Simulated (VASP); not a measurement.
Here is a VASP 6.6.1 calculation.

The input INCAR:

```
PREC = Accurate
ENCUT = 520
EDIFF = 1E-7
ISMEAR = 1
SIGMA = 0.1
LREAL = False
LASPH = True
NELM = 100
ALGO = Normal
ISIF = 2
LWAVE = False
LCHARG = False
GGA = PS
NBANDS = 19
```

Contents of KPOINTS:

```
regular mesh
0
Gamma
  10 10 6
```

POSCAR

```
Ti
1.0
    2.9598007364      0.0000000000      0.0000000000
   -1.4799003682      2.5632626869      0.0000000000
    0.0000000000      0.0000000000      4.6955482870
Ti
2
Direct
    0.3333333333      0.6666666667      0.2500000000
    0.6666666667      0.3333333333      0.7500000000
```

Potentials or basis: VASP PAW PBE potentials, release 64 (Ti_sv).

Command:

```console
$ cat potpaw_PBE.64/Ti_sv/POTCAR > POTCAR
$ mpirun -np 1 vasp_std > vasp.out
```

What does it give for the pressure?

-6.8 GPa.

What does it give for the band gap on the k mesh?

Zero (band 12 reaches 8.70 eV, above the bottom of band 13 at 7.71 eV).

Stress tensor (GPa, compression positive):
```
-6.70  0.00  0.00
 0.00 -6.70  0.00
 0.00  0.00 -7.12
```

Caveat: the PAW data sets were made with another functional, which shifts forces and pressure a little.
